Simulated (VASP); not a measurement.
# TaI3 (P4/mbm) in VASP: further runs

The runs below take TaI3 through single point, with PBE.

All numbers are computed with VASP 6.6.1; they aren't measurements. Logs are shortened: lines on timing, memory, paths and dates and some standing lists are left out, and cuts for length are marked.

## (1) The cell of the first run

The structure is tetragonal, space group P4/mbm (No. 127). Conventional cell: a = 8.202 Å, b = 8.202 Å, c = 5.800 Å, α = 90.00°, β = 90.00°, γ = 90.00°. Within 3.8 Å of Ta (site symmetry 4/m) lie 6 I at 2.90 to 2.93 Å. I (site symmetry m2m) has 2 Ta at 2.93 Å within 3.9 Å. I (site symmetry 4/m) has 2 Ta at 2.90 Å within 3.8 Å.

## (2) Single point, PBE

Input file INCAR:

```
ALGO     = Normal         # electronic algorithm
EDIFF    = 1E-6           # SCF threshold, eV
ENCUT    = 520            # plane-wave cutoff, eV
GGA      = PE             # functional
ISIF     = 2              # what is computed and relaxed
ISMEAR   = 0              # smearing method
LASPH    = True           # aspherical terms in the spheres
LCHARG   = False          # write CHGCAR
LREAL    = False          # projectors in reciprocal space
LWAVE    = False          # write WAVECAR
NBANDS   = 42             # bands
NELM     = 60             # most SCF steps
PREC     = Accurate       # precision mode
SIGMA    = 0.1            # smearing width, eV
```

Input file KPOINTS:

```
k-points
0
Gamma
  2 2 4
```

Input file POSCAR:

```
TaI3
1.0
    8.2024386600      0.0000000000      0.0000000000
    0.0000000000      8.2024386600      0.0000000000
    0.0000000000      0.0000000000      5.8000000000
Ta I
2 6
Direct
    0.5000000000      0.5000000000      0.0000000000
    0.0000000000      0.0000000000      0.0000000000
    0.7876779800      0.2876779800      0.0000000000
    0.7123220200      0.7876779800      0.0000000000
    0.5000000000      0.5000000000      0.5000000000
    0.2123220200      0.7123220200      0.0000000000
    0.2876779800      0.2123220200      0.0000000000
    0.0000000000      0.0000000000      0.5000000000
```

Potentials or basis: VASP PAW PBE potentials, release 64 (Ta_pv, I).

The run is started by

```sh
$ cat potpaw_PBE.64/Ta_pv/POTCAR potpaw_PBE.64/I/POTCAR > POTCAR
$ mpirun -np 1 vasp_std > vasp.out
```

OUTCAR:

```text
EDIFF = 1E-6
   ENCUT = 520
   GGA = PE
   ISIF = 2
   ISMEAR = 0
   LASPH = True
   LREAL = False
   NELM = 60
   PREC = Accurate

 ion  position               nearest neighbor table
   1  0.500  0.500  0.000-   5 2.90   5 2.90   3 2.93   6 2.93   7 2.93   4 2.93
   2  0.000  0.000  0.000-   8 2.90   8 2.90   6 2.93   7 2.93   3 2.93   4 2.93
   3  0.788  0.288  0.000-   1 2.93   2 2.93
   4  0.712  0.788  0.000-   1 2.93   2 2.93
   5  0.500  0.500  0.500-   1 2.90   1 2.90
   6  0.212  0.712  0.000-   1 2.93   2 2.93
   7  0.288  0.212  0.000-   1 2.93   2 2.93
   8  0.000  0.000  0.500-   2 2.90   2 2.90

  LATTYP: Found a simple tetragonal cell.
 ALAT       =     8.2024386600
 C/A-ratio  =     0.7071067813

  Lattice vectors:

 A1 = (   8.2024386600,   0.0000000000,   0.0000000000)
 A2 = (   0.0000000000,   8.2024386600,   0.0000000000)
 A3 = (   0.0000000000,   0.0000000000,   5.8000000000)

Analysis of symmetry for initial positions (statically):
=====================================================================
 Subroutine PRICEL returns:
 Original cell was already a primitive cell.

 Routine SETGRP: Setting up the symmetry group for a
 simple tetragonal supercell.

 Subroutine GETGRP returns: Found 16 space group operations
 (whereof  8 operations were pure point group operations)
 out of a pool of 16 trial point group operations.

The static configuration has the point symmetry C_4h.
 The point group associated with its full space group is D_4h.

Analysis of symmetry for dynamics (positions and initial velocities):
=====================================================================
 Subroutine PRICEL returns:
 Original cell was already a primitive cell.

 Routine SETGRP: Setting up the symmetry group for a
 simple tetragonal supercell.

 Subroutine GETGRP returns: Found 16 space group operations
 (whereof  8 operations were pure point group operations)
 out of a pool of 16 trial point group operations.

The dynamic configuration has the point symmetry C_4h.
 The point group associated with its full space group is D_4h.

 Subroutine INISYM returns: Found 16 space group operations
 (whereof  8 operations are pure point group operations),
 and found     1 'primitive' translations

----------------------------------------------------------------------------------------

                                     Primitive cell

  volume of cell :     390.2240

  direct lattice vectors                    reciprocal lattice vectors
     8.202438660  0.000000000  0.000000000     0.121914962  0.000000000  0.000000000
     0.000000000  8.202438660  0.000000000     0.000000000  0.121914962  0.000000000
     0.000000000  0.000000000  5.800000000     0.000000000  0.000000000  0.172413793

  length of vectors
     8.202438660  8.202438660  5.800000000     0.121914962  0.121914962  0.172413793

  position of ions in fractional coordinates (direct lattice)
     0.500000000  0.500000000  0.000000000
     0.000000000  0.000000000  0.000000000
     0.787677980  0.287677980  0.000000000
     0.712322020  0.787677980  0.000000000
     0.500000000  0.500000000  0.500000000
     0.212322020  0.712322020  0.000000000
     0.287677980  0.212322020  0.000000000
     0.000000000  0.000000000  0.500000000

  ion indices of the primitive-cell ions
   primitive index   ion index
                 1           1
                 2           2
                 3           3
                 4           4
                 5           5
                 6           6
                 7           7
                 8           8

----------------------------------------------------------------------------------------

 KPOINTS: k-points

Automatic generation of k-mesh.
 Grid dimensions read from file:
 generate k-points for:    2    2    4

 Generating k-lattice:

  Cartesian coordinates                     Fractional coordinates (reciprocal lattice)
     0.060957481  0.000000000  0.000000000     0.500000000  0.000000000  0.000000000
     0.000000000  0.060957481  0.000000000     0.000000000  0.500000000  0.000000000
     0.000000000  0.000000000  0.043103448     0.000000000  0.000000000  0.250000000

  Length of vectors
     0.060957481  0.060957481  0.043103448

  Shift w.r.t. Gamma in fractional coordinates (k-lattice)
     0.000000000  0.000000000  0.000000000

 Subroutine IBZKPT returns following result:
 ===========================================

 Found      9 irreducible k-points:

 Following reciprocal coordinates:
            Coordinates               Weight
  0.000000  0.000000  0.000000      1.000000
  0.500000  0.000000  0.000000      2.000000
  0.500000  0.500000  0.000000      1.000000
  0.000000  0.000000  0.250000      2.000000
  0.500000  0.000000  0.250000      4.000000
  0.500000  0.500000  0.250000      2.000000
  0.000000  0.000000  0.500000      1.000000
  0.500000  0.000000  0.500000      2.000000
  0.500000  0.500000  0.500000      1.000000
   k-points           NKPTS =      9   k-points in BZ     NKDIM =      9   number of bands    NBANDS=     42
   number of dos      NEDOS =    301   number of ions     NIONS =      8
   total plane-waves  NPLWV = 196608
   dimension x,y,z NGX =    64 NGY =   64 NGZ =   48
   dimension x,y,z NGXF=   128 NGYF=  128 NGZF=   96
   ions per type =               2   6
   NGX,Y,Z   is equivalent  to a cutoff of  12.97, 12.97, 13.76 a.u.
   NGXF,Y,Z  is equivalent  to a cutoff of  25.94, 25.94, 27.52 a.u.
 SYSTEM =  unknown system
   PREC   = accura    normal or accurate (medium, high low for compatibility)
   ISTART =      0    job   : 0-new  1-cont  2-samecut
   ICHARG =      2    charge: 1-file 2-atom 10-const
   ISPIN  =      1    spin polarized calculation?
   LNONCOLLINEAR =      F non collinear calculations
   LSORBIT =      F    spin-orbit coupling
   LASPH  =      T    aspherical Exc in radial PAW
   ENCUT  =  520.0 eV  38.22 Ry    6.18 a.u.  15.25 15.25 10.78*2*pi/ulx,y,z
   NELM   =     60;   NELMIN=  2; NELMDL= -5     # of ELM steps
   EDIFF  = 0.1E-05   stopping-criterion for ELM
   LREAL  =      F    real-space projection
   EDIFFG = 0.1E-04   stopping-criterion for IOM
   NSW    =      0    number of steps for IOM
   IBRION =     -1    ionic relax: 0-MD 1-quasi-New 2-CG
   NFREE  =      0    steps in history (QN), initial steepest desc. (CG)
   ISIF   =      2    stress and relaxation
   ISYM   =      2    0-nonsym 1-usesym 2-fastsym
   POTIM  = 0.5000    time-step for ionic-motion
   TEBEG  =    0.0;   TEEND  =   0.0 temperature during run
   PSTRESS=    0.0 pullay stress
   NELECT =      64.0000    total number of electrons
   NUPDOWN=      -1.0000    fix difference up-down
   EMIN   =  10.00;   EMAX   =-10.00  energy-range for DOS
   EFERMI =   0.00;   METHOD = LEGACY
   ISMEAR =     0;   SIGMA  =   0.10  broadening in eV -4-tet -1-fermi 0-gaus
   EFERMI_NEDOS =   21; number of points for ismear=-14 and -15
   IALGO  =     38    algorithm
   IMIX   =      4    mixing-type and parameters
     AMIX     =   0.40;   BMIX     =  1.00
     AMIX_MAG =   1.60;   BMIX_MAG =  1.00
  volume/ion in A,a.u.               =      48.78       329.17
  Fermi-wavevector in a.u.,A,eV,Ry     =   0.896114  1.693411 10.925766  0.803021
  Thomas-Fermi vector in A             =   2.018532
   LORBIT       =      0    0 simple, 1 ext, 2 COOP (PROOUT), +10 PAW based schemes
   GGA     = PE    functional components
   LHFCALC =     F    Hartree Fock is set to
   AEXX    =    0.0000 exact exchange contribution
   IVDW    =     0    specifies the selected vdW correction
   LEPSILON=     F    determine dielectric tensor
   LRPA    =     F    only Hartree local field effects (RPA)
 non-spin polarized calculation
 Gauss-broadening in eV      SIGMA  =   0.10
  energy-cutoff  :      520.00
  volume of cell :      390.22
 maximum number of plane-waves:     10588
 NGX is ok and might be reduce to    64
   NGX = 31   NGY = 31   NGZ = 21

 number of electron      64.0000005 magnetization

 Free energy of the ion-electron system (eV)
  ---------------------------------------------------
  ext. energy  EPLUGINS =         0.00000000
  ---------------------------------------------------
  free energy    TOTEN  =       -31.83036262 eV

  energy without entropy =      -31.74588121  energy(sigma->0) =      -31.78812191

 E-fermi :   2.0115     XC(G=0):  -7.1404

 val. band max:        1.9479295580   @ k =   0.5000   0.5000   0.2500
 cond. band min:       2.0645123201   @ k =   0.0000   0.0000   0.0000
 fundamental gap:      0.1165827622
 Fermi energy:         2.0114548379

 k-point     1 :       0.0000    0.0000    0.0000
  band No.  band energies     occupation
      1     -34.0489      2.00000
      2     -34.0489      2.00000
      3     -34.0003      2.00000
      4     -34.0003      2.00000
      5     -34.0001      2.00000
      6     -34.0001      2.00000
[... 34 lines left out ...]
     41       5.3423      0.00000
     42       5.7654      0.00000

 k-point     2 :       0.5000    0.0000    0.0000
  band No.  band energies     occupation
      1     -34.0489      2.00000
      2     -34.0489      2.00000
      3     -34.0002      2.00000
      4     -34.0002      2.00000
      5     -34.0002      2.00000
      6     -34.0002      2.00000
[... 34 lines left out ...]
     41       4.2763      0.00000
     42       4.2763      0.00000

 k-point     3 :       0.5000    0.5000    0.0000
  band No.  band energies     occupation
      1     -34.0489      2.00000
      2     -34.0489      2.00000
      3     -34.0002      2.00000
      4     -34.0002      2.00000
      5     -34.0002      2.00000
      6     -34.0002      2.00000
[... 34 lines left out ...]
     41       6.4599      0.00000
     42       6.4600      0.00000

 k-point     4 :       0.0000    0.0000    0.2500
  band No.  band energies     occupation
      1     -34.0488      2.00000
      2     -34.0487      2.00000
      3     -34.0003      2.00000
      4     -34.0003      2.00000
      5     -34.0001      2.00000
      6     -34.0001      2.00000
[... 34 lines left out ...]
     41       5.9223      0.00000
     42       6.0593      0.00000

 k-point     5 :       0.5000    0.0000    0.2500
  band No.  band energies     occupation
      1     -34.0488      2.00000
      2     -34.0488      2.00000
      3     -34.0002      2.00000
      4     -34.0002      2.00000
      5     -34.0002      2.00000
      6     -34.0002      2.00000
[... 34 lines left out ...]
     41       4.4813      0.00000
     42       4.4813      0.00000

 k-point     6 :       0.5000    0.5000    0.2500
  band No.  band energies     occupation
      1     -34.0488      2.00000
      2     -34.0488      2.00000
      3     -34.0002      2.00000
      4     -34.0002      2.00000
      5     -34.0002      2.00000
      6     -34.0002      2.00000
[... 34 lines left out ...]
     41       6.5960      0.00000
     42       6.6162      0.00000

 k-point     7 :       0.0000    0.0000    0.5000
  band No.  band energies     occupation
      1     -34.0487      2.00000
      2     -34.0486      2.00000
      3     -34.0003      2.00000
      4     -34.0003      2.00000
      5     -34.0000      2.00000
      6     -34.0000      2.00000
[... 34 lines left out ...]
     41       5.7910      0.00000
     42       5.8994      0.00000

 k-point     8 :       0.5000    0.0000    0.5000
  band No.  band energies     occupation
      1     -34.0486      2.00000
      2     -34.0486      2.00000
      3     -34.0002      2.00000
      4     -34.0002      2.00000
      5     -34.0002      2.00000
      6     -34.0002      2.00000
[... 34 lines left out ...]
     41       6.5136      0.00000
     42       6.5136      0.00000

 k-point     9 :       0.5000    0.5000    0.5000
  band No.  band energies     occupation
      1     -34.0486      2.00000
      2     -34.0486      2.00000
      3     -34.0002      2.00000
      4     -34.0002      2.00000
      5     -34.0002      2.00000
      6     -34.0002      2.00000
[... 34 lines left out ...]
     41       6.5429      0.00000
     42       6.5833      0.00000

------------------------ aborting loop because EDIFF is reached ----------------------------------------

  FORCE on cell =-STRESS in cart. coord.  units (eV):
  Direction    XX          YY          ZZ          XY          YZ          ZX
  --------------------------------------------------------------------------------------
  -------------------------------------------------------------------------------------
  Total       -7.7387855     -7.7387855     -7.5113083      0.0000000      0.0000000     -0.0000000
  in kB      -31.7738190    -31.7738190    -30.8398455      0.0000000      0.0000000     -0.0000000
  external PRESSURE =     -31.4624945 kB  Pullay stress =       0.0000000 kB

 VOLUME and BASIS-vectors are now :
 -----------------------------------------------------------------------------
  energy-cutoff  :      520.00
  volume of cell :      390.22
      direct lattice vectors                 reciprocal lattice vectors
     8.202438660  0.000000000  0.000000000     0.121914962  0.000000000  0.000000000
     0.000000000  8.202438660  0.000000000     0.000000000  0.121914962  0.000000000
     0.000000000  0.000000000  5.800000000     0.000000000  0.000000000  0.172413793

 POSITION                                       TOTAL-FORCE (eV/Angst)
 -----------------------------------------------------------------------------------
      4.10122      4.10122      0.00000         0.000000      0.000000      0.000000
      0.00000      0.00000      0.00000         0.000000      0.000000      0.000000
      6.46088      2.35966      0.00000         0.072907      0.072907      0.000000
      5.84278      6.46088      0.00000        -0.072907      0.072907      0.000000
      4.10122      4.10122      2.90000         0.000000      0.000000      0.000000
      1.74156      5.84278      0.00000        -0.072907     -0.072907      0.000000
      2.35966      1.74156      0.00000         0.072907     -0.072907     -0.000000
      0.00000      0.00000      2.90000         0.000000      0.000000      0.000000
 -----------------------------------------------------------------------------------
    total drift:                                0.000000     -0.000000      0.000000

  FREE ENERGIE OF THE ION-ELECTRON SYSTEM (eV)
  ---------------------------------------------------
  free  energy   TOTEN  =       -31.8303626178 eV

  energy  without entropy=      -31.7458812060  energy(sigma->0) =      -31.78812191
```

Wall time 1.7 min (1 thread of AMD EPYC 9R45 (Zen 5), shared host); peak memory 0.48 GiB.

Results:

```yaml
Free_energy: -31.8304 eV
Pressure: -3.1 GPa
Largest_force: 0.103 eV/Å
Band_gap_on_the_k_mesh: zero (bands 32 and 33 overlap by 0.85 eV)
```

Forces on the atoms (eV/Å):
```
Ta   0.000  0.000  0.000
Ta   0.000  0.000  0.000
I    0.073  0.073  0.000
I   -0.073  0.073  0.000
I    0.000  0.000  0.000
I   -0.073 -0.073  0.000
I    0.073 -0.073  0.000
I    0.000  0.000  0.000
```

Stress tensor (GPa, compression positive):
```
-3.18  0.00  0.00
 0.00 -3.18  0.00
 0.00  0.00 -3.08
```

Levels at points of the mesh, in eV from the Fermi level:
```tsv
k point	band 29	band 30	band 31	band 32	band 33	band 34	band 35	band 36	band 37	band 38
(0.00, 0.00, 0.00)	-2.07	-1.99	-0.78	-0.78	-0.70	0.05	0.10	0.12	0.36	0.44
(0.50, 0.00, 0.00)	-2.09	-2.09	-0.12	-0.12	-0.10	-0.10	0.11	0.11	0.16	0.16
(0.50, 0.50, 0.00)	-2.18	-2.18	-0.77	-0.77	-0.09	-0.09	0.12	0.12	0.42	0.42
(0.00, 0.00, 0.50)	-1.56	-1.56	-0.68	0.06	0.36	0.51	0.51	0.81	0.81	0.93
(0.50, 0.00, 0.50)	-1.88	-1.88	0.15	0.15	0.58	0.58	0.62	0.62	1.54	1.54
(0.50, 0.50, 0.50)	-1.58	-1.58	-0.07	-0.07	0.51	0.51	0.75	0.75	0.79	0.79
```

Caveat: the k points lie up to 0.38 Å⁻¹ apart, too coarse for converged energies and pressures of a metal; spin-orbit coupling is left out, which moves the levels of the heavy elements.

(Part 1 of 2 ends here.)

The gap in the log of VASP goes by the Fermi energy; the results here count the filled bands.